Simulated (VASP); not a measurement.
## CaPb: single point with LDA

The system is CaPb.

```
CELL_PARAMETERS angstrom
4.10163 0.00000 0.00000
0.00000 3.56664 0.00000
0.00000 0.00000 4.62751
ATOMIC_POSITIONS crystal
Ca 0.00000 0.00000 0.00000
Pb 0.50000 0.50000 0.50000
```

This cell differs from its parent crystal: strain +0.1500 x Voigt [1, 0, 0, 0, 0, 0].

```json
{"Program": "VASP 6.6.1", "Task": "single point", "Functional": "LDA", "Potentials or basis": "VASP PAW LDA potentials, release 64 (Ca_sv, Pb_d)", "Cutoff": "520 eV", "k mesh": "14 × 14 × 10", "Occupations": "gaussian, width 0.15 eV", "Spin": "no spin polarisation", "Dipole correction": "no", "Further INCAR settings": "ALGO = Fast; EDIFF = 1e-07; NBANDS = 19"}
```

| Item | Value |
| --- | --- |
| Pressure | -5.5 GPa |
| Band gap on the k mesh | zero (bands 12 and 13 overlap by 2.49 eV) |

Stress tensor (GPa, compression positive):
```
-7.30  0.00  0.00
 0.00 -3.14  0.00
 0.00  0.00 -5.98
```

Levels at points of the mesh, in eV from the Fermi level:
| k point | band 8 | band 9 | band 10 | band 11 | band 12 | band 13 | band 14 | band 15 | band 16 | band 17 |
| --- | --- | --- | --- | --- | --- | --- | --- | --- | --- | --- |
| (0.00, 0.00, 0.00) | -16.39 | -16.37 | -9.35 | -0.10 | 0.26 | 1.10 | 1.40 | 2.71 | 3.14 | 3.71 |
| (0.50, 0.00, 0.00) | -16.36 | -16.36 | -8.48 | -3.48 | -0.33 | 1.19 | 2.67 | 3.28 | 3.74 | 3.96 |
| (0.00, 0.50, 0.00) | -16.39 | -16.31 | -7.66 | -3.28 | 0.08 | 1.25 | 1.82 | 3.35 | 3.58 | 4.66 |
| (0.50, 0.50, 0.00) | -16.35 | -16.30 | -7.11 | -1.92 | -1.22 | 1.04 | 1.95 | 2.07 | 2.43 | 2.48 |
| (0.00, 0.00, 0.50) | -16.39 | -16.37 | -8.84 | -3.65 | 0.70 | 1.23 | 2.54 | 3.00 | 3.90 | 4.59 |
| (0.50, 0.00, 0.50) | -16.37 | -16.34 | -8.29 | -2.31 | -1.96 | -0.17 | 3.27 | 3.37 | 3.48 | 3.52 |
| (0.00, 0.50, 0.50) | -16.40 | -16.30 | -7.48 | -2.30 | -1.28 | 0.60 | 2.37 | 2.72 | 3.01 | 3.50 |
| (0.50, 0.50, 0.50) | -16.34 | -16.29 | -6.72 | -1.97 | -1.50 | -1.34 | 2.92 | 3.07 | 3.13 | 3.56 |

It took 20 min on 1 thread of AMD EPYC 7R13, with other jobs on the host, peak memory 0.54 GiB.

Caveat: the cell differs from its parent crystal (strain +0.1500 x Voigt [1, 0, 0, 0, 0, 0]); the cell stands under tension; spin-orbit coupling is left out, which moves the levels of the heavy elements.
